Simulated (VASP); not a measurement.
# AlN (Fm-3m) in VASP: further runs, part 2 of 2

VASP 6.6.1. The steps go on from the part before.

## 4. Single point, PBEsol

This run uses another cell than the first one, of 8.27 Å³/atom, 1.119 times its volume.

Contents of INCAR:

```
PREC = Accurate
ENCUT = 520
EDIFF = 1E-6
ISMEAR = 0
SIGMA = 0.05
LREAL = F
LASPH = T
NELM = 100
ALGO = Normal
ISIF = 2
LWAVE = F
LCHARG = F
GGA = PS
NBANDS = 11
```

Contents of KPOINTS:

```
Automatic mesh
0
Gamma
  10 10 10
```

Contents of POSCAR:

```
AlN
1.0
    0.0000000000      2.0222720330      2.0222720330
    2.0222720330      0.0000000000      2.0222720330
    2.0222720330      2.0222720330      0.0000000000
Al N
1 1
Direct
    0.5000000000      0.5000000000      0.5000000000
    0.0000000000      0.0000000000      0.0000000000
```

Potentials or basis: VASP PAW PBE potentials, release 64 (Al, N).

Command:

```
> cat potpaw_PBE.64/Al/POTCAR potpaw_PBE.64/N/POTCAR > POTCAR
> mpirun -np 1 vasp_std > vasp.out
```

OUTCAR:

```text
PREC = Accurate
   ENCUT = 520
   EDIFF = 1E-6
   ISMEAR = 0
   LREAL = F
   LASPH = T
   NELM = 100
   ISIF = 2
   GGA = PS

 ion  position               nearest neighbor table
   1  0.500  0.500  0.500-   2 2.02   2 2.02   2 2.02   2 2.02   2 2.02   2 2.02
   2  0.000  0.000  0.000-   1 2.02   1 2.02   1 2.02   1 2.02   1 2.02   1 2.02

  LATTYP: Found a face centered cubic cell.
 ALAT       =     4.0445440660

  Lattice vectors:

 A1 = (   0.0000000000,   2.0222720330,   2.0222720330)
 A2 = (   2.0222720330,   0.0000000000,   2.0222720330)
 A3 = (   2.0222720330,   2.0222720330,   0.0000000000)

Analysis of symmetry for initial positions (statically):
=====================================================================
 Subroutine PRICEL returns:
 Original cell was already a primitive cell.

 Routine SETGRP: Setting up the symmetry group for a
 face centered cubic supercell.

 Subroutine GETGRP returns: Found 48 space group operations
 (whereof 48 operations were pure point group operations)
 out of a pool of 48 trial point group operations.

The static configuration has the point symmetry O_h .

Analysis of symmetry for dynamics (positions and initial velocities):
=====================================================================
 Subroutine PRICEL returns:
 Original cell was already a primitive cell.

 Routine SETGRP: Setting up the symmetry group for a
 face centered cubic supercell.

 Subroutine GETGRP returns: Found 48 space group operations
 (whereof 48 operations were pure point group operations)
 out of a pool of 48 trial point group operations.

The dynamic configuration has the point symmetry O_h .

 Subroutine INISYM returns: Found 48 space group operations
 (whereof 48 operations are pure point group operations),
 and found     1 'primitive' translations

----------------------------------------------------------------------------------------

                                     Primitive cell

  volume of cell :      16.5405

  direct lattice vectors                    reciprocal lattice vectors
     0.000000000  2.022272033  2.022272033    -0.247246657  0.247246657  0.247246657
     2.022272033  0.000000000  2.022272033     0.247246657 -0.247246657  0.247246657
     2.022272033  2.022272033  0.000000000     0.247246657  0.247246657 -0.247246657

  length of vectors
     2.859924536  2.859924536  2.859924536     0.428243772  0.428243772  0.428243772

  position of ions in fractional coordinates (direct lattice)
     0.500000000  0.500000000  0.500000000
     0.000000000  0.000000000  0.000000000

  ion indices of the primitive-cell ions
   primitive index   ion index
                 1           1
                 2           2

----------------------------------------------------------------------------------------

 KPOINTS: Automatic mesh

Automatic generation of k-mesh.
 Grid dimensions read from file:
 generate k-points for:   10   10   10

 Generating k-lattice:

  Cartesian coordinates                     Fractional coordinates (reciprocal lattice)
    -0.024724666  0.024724666  0.024724666     0.100000000  0.000000000  0.000000000
     0.024724666 -0.024724666  0.024724666     0.000000000  0.100000000  0.000000000
     0.024724666  0.024724666 -0.024724666     0.000000000  0.000000000  0.100000000

  Length of vectors
     0.042824377  0.042824377  0.042824377

  Shift w.r.t. Gamma in fractional coordinates (k-lattice)
     0.000000000  0.000000000  0.000000000

 Subroutine IBZKPT returns following result:
 ===========================================

 Found     47 irreducible k-points:

 Following reciprocal coordinates:
            Coordinates               Weight
  0.000000  0.000000  0.000000      1.000000
  0.100000  0.000000  0.000000      8.000000
  0.200000  0.000000  0.000000      8.000000
  0.300000  0.000000  0.000000      8.000000
  0.400000  0.000000  0.000000      8.000000
  0.500000  0.000000  0.000000      4.000000
[... 16 lines left out ...]
  0.300000  0.300000  0.000000      6.000000
  0.400000  0.300000  0.000000     24.000000
 [... further k-points ...]
   k-points           NKPTS =     47   k-points in BZ     NKDIM =     47   number of bands    NBANDS=     11
   number of dos      NEDOS =    301   number of ions     NIONS =      2
   total plane-waves  NPLWV =  13824
   dimension x,y,z NGX =    24 NGY =   24 NGZ =   24
   dimension x,y,z NGXF=    48 NGYF=   48 NGZF=   48
   ions per type =               1   1
   NGX,Y,Z   is equivalent  to a cutoff of  13.95, 13.95, 13.95 a.u.
   NGXF,Y,Z  is equivalent  to a cutoff of  27.90, 27.90, 27.90 a.u.
 SYSTEM =  unknown system
   PREC   = accura    normal or accurate (medium, high low for compatibility)
   ISTART =      0    job   : 0-new  1-cont  2-samecut
   ICHARG =      2    charge: 1-file 2-atom 10-const
   ISPIN  =      1    spin polarized calculation?
   LNONCOLLINEAR =      F non collinear calculations
   LSORBIT =      F    spin-orbit coupling
   LASPH  =      T    aspherical Exc in radial PAW
   ENCUT  =  520.0 eV  38.22 Ry    6.18 a.u.   5.32  5.32  5.32*2*pi/ulx,y,z
   NELM   =    100;   NELMIN=  2; NELMDL= -5     # of ELM steps
   EDIFF  = 0.1E-05   stopping-criterion for ELM
   LREAL  =      F    real-space projection
   EDIFFG = 0.1E-04   stopping-criterion for IOM
   NSW    =      0    number of steps for IOM
   IBRION =     -1    ionic relax: 0-MD 1-quasi-New 2-CG
   NFREE  =      0    steps in history (QN), initial steepest desc. (CG)
   ISIF   =      2    stress and relaxation
   ISYM   =      2    0-nonsym 1-usesym 2-fastsym
   POTIM  = 0.5000    time-step for ionic-motion
   TEBEG  =    0.0;   TEEND  =   0.0 temperature during run
   PSTRESS=    0.0 pullay stress
   NELECT =       8.0000    total number of electrons
   NUPDOWN=      -1.0000    fix difference up-down
   EMIN   =  10.00;   EMAX   =-10.00  energy-range for DOS
   EFERMI =   0.00;   METHOD = LEGACY
   ISMEAR =     0;   SIGMA  =   0.05  broadening in eV -4-tet -1-fermi 0-gaus
   EFERMI_NEDOS =   21; number of points for ismear=-14 and -15
   IALGO  =     38    algorithm
   IMIX   =      4    mixing-type and parameters
     AMIX     =   0.40;   BMIX     =  1.00
     AMIX_MAG =   1.60;   BMIX_MAG =  1.00
  volume/ion in A,a.u.               =       8.27        55.81
  Fermi-wavevector in a.u.,A,eV,Ry     =   1.285056  2.428403 22.468224  1.651368
  Thomas-Fermi vector in A             =   2.417213
   LORBIT       =      0    0 simple, 1 ext, 2 COOP (PROOUT), +10 PAW based schemes
   GGA     = PS    functional components
   LHFCALC =     F    Hartree Fock is set to
   AEXX    =    0.0000 exact exchange contribution
   IVDW    =     0    specifies the selected vdW correction
   LEPSILON=     F    determine dielectric tensor
   LRPA    =     F    only Hartree local field effects (RPA)
 non-spin polarized calculation
 Gauss-broadening in eV      SIGMA  =   0.05
  energy-cutoff  :      520.00
  volume of cell :       16.54
 maximum number of plane-waves:       459
 NGX is ok and might be reduce to    24
   NGX = 11   NGY = 11   NGZ = 11

 number of electron       7.9999999 magnetization

 Free energy of the ion-electron system (eV)
  ---------------------------------------------------
  ext. energy  EPLUGINS =         0.00000000
  ---------------------------------------------------
  free energy    TOTEN  =       -15.44889564 eV

  energy without entropy =      -15.44889564  energy(sigma->0) =      -15.44889564

 E-fermi :  10.2206     XC(G=0): -12.4480

 val. band max:        9.8743424581   @ k =   0.0000   0.0000   0.0000
 cond. band min:      14.4203742826   @ k =   0.5000   0.5000   0.0000
 fundamental gap:      4.5460318245
 Fermi energy:        10.2206493544

 k-point     1 :       0.0000    0.0000    0.0000
  band No.  band energies     occupation
      1      -7.6673      2.00000
      2       9.8743      2.00000
      3       9.8743      2.00000
      4       9.8743      2.00000
      5      15.5306      0.00000
      6      21.8974      0.00000
      7      21.8974      0.00000
      8      21.8974      0.00000
      9      26.9738      0.00000
     10      27.5555      0.00000
     11      27.5555      0.00000
[... 309 lines left out ...]
 k-point    24 :       0.4000    0.3000    0.0000
  band No.  band energies     occupation
      1      -4.6280      2.00000
      2       3.9952      2.00000
      3       7.0495      2.00000
      4       7.5746      2.00000
      5      15.9294      0.00000
      6      16.6766      0.00000
      7      22.0010      0.00000
      8      25.3793      0.00000
      9      26.1390      0.00000
     10      31.5923      0.00000
     11      34.5075      0.00000

 [... further k-points ...]
[... 5 lines left out ...]
  --------------------------------------------------------------------------------------
  -------------------------------------------------------------------------------------
  Total        0.0044792      0.0044792      0.0044792      0.0000000      0.0000000      0.0000000
  in kB        0.4338681      0.4338681      0.4338681      0.0000000      0.0000000      0.0000000
  external PRESSURE =       0.4338681 kB  Pullay stress =       0.0000000 kB

 VOLUME and BASIS-vectors are now :
 -----------------------------------------------------------------------------
  energy-cutoff  :      520.00
  volume of cell :       16.54
      direct lattice vectors                 reciprocal lattice vectors
     0.000000000  2.022272033  2.022272033    -0.247246657  0.247246657  0.247246657
     2.022272033  0.000000000  2.022272033     0.247246657 -0.247246657  0.247246657
     2.022272033  2.022272033  0.000000000     0.247246657  0.247246657 -0.247246657

 POSITION                                       TOTAL-FORCE (eV/Angst)
 -----------------------------------------------------------------------------------
      2.02227      2.02227      2.02227         0.000000     -0.000000      0.000000
      0.00000      0.00000      0.00000        -0.000000      0.000000     -0.000000
 -----------------------------------------------------------------------------------
    total drift:                                0.000000     -0.000000     -0.000000

  FREE ENERGIE OF THE ION-ELECTRON SYSTEM (eV)
  ---------------------------------------------------
  free  energy   TOTEN  =       -15.4488956404 eV

  energy  without entropy=      -15.4488956404  energy(sigma->0) =      -15.44889564
```

OSZICAR:

```text
N       E                     dE             d eps       ncg     rms          rms(c)
DAV:   1     0.549807117757E+01    0.54981E+01   -0.39669E+03  1050   0.668E+02
DAV:   2    -0.164008842233E+02   -0.21899E+02   -0.20981E+02  1248   0.126E+02
DAV:   3    -0.170606411599E+02   -0.65976E+00   -0.65800E+00  1248   0.188E+01
DAV:   4    -0.170629000394E+02   -0.22589E-02   -0.22587E-02  1148   0.117E+00
DAV:   5    -0.170629159927E+02   -0.15953E-04   -0.15953E-04  1240   0.103E-01    0.729E+00
DAV:   6    -0.154895545804E+02    0.15734E+01   -0.67357E+00  1121   0.136E+01    0.273E+00
DAV:   7    -0.154625072571E+02    0.27047E-01   -0.15563E-01  1151   0.286E+00    0.175E+00
DAV:   8    -0.154491691953E+02    0.13338E-01   -0.13478E-02  1085   0.103E+00    0.341E-01
DAV:   9    -0.154488769520E+02    0.29224E-03   -0.12856E-03  1196   0.215E-01    0.155E-01
DAV:  10    -0.154488987596E+02   -0.21808E-04   -0.62912E-05  1165   0.588E-02    0.358E-02
DAV:  11    -0.154488958608E+02    0.28988E-05   -0.71079E-06  1106   0.156E-02    0.587E-03
DAV:  12    -0.154488956404E+02    0.22036E-06   -0.25075E-07   583   0.432E-03
   1 F= -.15448896E+02 E0= -.15448896E+02  d E =-.124096E-24
```

Run time: 8.7 s. Hardware: 1 thread of AMD EPYC 7R43 (Zen 3), shared host; peak memory 0.1 GiB.

What came out:

| Item | Value |
| --- | --- |
| Free energy | -15.4489 eV |
| Pressure | 0.0 GPa |
| Band gap on the k mesh | 4.55 eV, indirect (least direct gap 5.66 eV) |

Caveat: the PAW data sets were made with another functional, which shifts forces and pressure a little.

## 5. Single point, PBEsol

This run uses another cell than the first one, of 8.71 Å³/atom, 1.179 times its volume.

Contents of INCAR:

```
SYSTEM = AlN
  PREC = Accurate
  ENCUT = 520
  EDIFF = 1E-6
  ISMEAR = 0
  SIGMA = 0.05
  LREAL = .FALSE.
  LASPH = .TRUE.
  NELM = 60
  ALGO = Normal
  ISIF = 2
  LWAVE = .FALSE.
  LCHARG = .TRUE.
  GGA = PS
  LELF = .TRUE.
  LVHAR = .TRUE.
  NBANDS = 11
```

Contents of KPOINTS:

```
regular mesh
0
G
  10 10 10
  0 0 0
```

Contents of POSCAR:

```
AlN
1.0
    0.0000000000      2.0575765638      2.0575765638
    2.0575765638      0.0000000000      2.0575765638
    2.0575765638      2.0575765638      0.0000000000
Al N
1 1
Direct
    0.5000000000      0.5000000000      0.5000000000
    0.0000000000      0.0000000000      0.0000000000
```

Command:

```
> cat potpaw_PBE.64/Al/POTCAR potpaw_PBE.64/N/POTCAR > POTCAR
> mpirun -np 1 vasp_std > vasp.out
```

Wall time 9.9 s (1 thread of AMD EPYC 7R43 (Zen 3), shared host); peak memory 0.1 GiB.

It converged, with:

| Item | Value |
| --- | --- |
| Free energy | -15.4143 eV |
| Pressure | -12.3 GPa |
| Band gap on the k mesh | 4.06 eV, indirect (least direct gap 4.93 eV) |

Levels at points of the mesh, in eV from the valence-band top:
| k point | band 2 | band 3 | band 4 | band 5 | band 6 | band 7 |
| --- | --- | --- | --- | --- | --- | --- |
| (0.00, 0.00, 0.00) | 0.00 | 0.00 | 0.00 | 4.93 | 11.86 | 11.86 |
| (0.50, 0.00, 0.00) | -8.03 | -1.00 | -1.00 | 5.72 | 10.49 | 10.49 |
| (0.50, 0.50, 0.00) | -7.10 | -2.69 | -2.69 | 4.06 | 5.22 | 13.34 |

Caveat: the PAW data sets were made with another functional, which shifts forces and pressure a little. PBEsol gaps usually lie below the measured ones, often by a third to a half.

## 6. Single point, PBEsol

This run uses another cell than the first one, of 9.15 Å³/atom, 1.239 times its volume.

Contents of INCAR:

```
PREC = Accurate
ENCUT = 520
EDIFF = 1E-7
ISMEAR = 0
SIGMA = 0.05
LREAL = False
LASPH = True
NELM = 80
ALGO = Normal
ISIF = 2
LWAVE = False
LCHARG = True
GGA = PS
LELF = True
LVHAR = True
NBANDS = 11
```

Contents of KPOINTS:

```
regular mesh
0
Gamma
  10 10 10
```

Contents of POSCAR:

```
AlN
1.0
    0.0000000000      2.0917286127      2.0917286127
    2.0917286127      0.0000000000      2.0917286127
    2.0917286127      2.0917286127      0.0000000000
Al N
1 1
Direct
    0.5000000000      0.5000000000      0.5000000000
    0.0000000000      0.0000000000      0.0000000000
```

Potentials or basis: VASP PAW PBE potentials, release 64 (Al, N).

Command:

```
> cat potpaw_PBE.64/Al/POTCAR potpaw_PBE.64/N/POTCAR > POTCAR
> mpirun -np 1 vasp_std > vasp.out
```

Run time: 11 s. Hardware: 1 thread of AMD EPYC 7R43 (Zen 3), shared host; peak memory 0.1 GiB.

Results (log left out):

```
Free energy            : -15.3201 eV
Pressure               : -21.7 GPa
Band gap on the k mesh : 3.62 eV, indirect (least direct gap 4.28 eV)
```

Levels at points of the mesh, in eV from the valence-band top:
| k point | band 2 | band 3 | band 4 | band 5 | band 6 | band 7 |
| --- | --- | --- | --- | --- | --- | --- |
| (0.00, 0.00, 0.00) | 0.00 | 0.00 | 0.00 | 4.28 | 11.70 | 11.70 |
| (0.50, 0.00, 0.00) | -7.74 | -0.91 | -0.91 | 5.42 | 10.11 | 10.11 |
| (0.50, 0.50, 0.00) | -6.78 | -2.57 | -2.57 | 3.62 | 5.29 | 12.77 |

Caveat: the PAW data sets were made with another functional, which shifts forces and pressure a little.

## 7. The runs side by side

```tsv
cell	gap on the mesh (eV)	pressure (GPa)
a = 2.754 Å, angles 60.0°, 2 atoms	4.91	37.2
a = 2.808 Å, angles 60.0°, 2 atoms	5.04	16.2
a = 2.860 Å, angles 60.0°, 2 atoms	4.55	0.0
a = 2.910 Å, angles 60.0°, 2 atoms	4.06	-12.3
a = 2.958 Å, angles 60.0°, 2 atoms	3.62	-21.7
```

Alike in all rows: task single point; level PBEsol; potentials or basis VASP PAW PBE potentials, release 64 (Al, N); no spin polarisation; k mesh 10 × 10 × 10; cutoff (eV) 520; smearing gaussian 0.05 eV.

Caveats: the PAW data sets were made with another functional, which shifts forces and pressure a little.

Absolute energies hang on the potentials; compare differences alone.
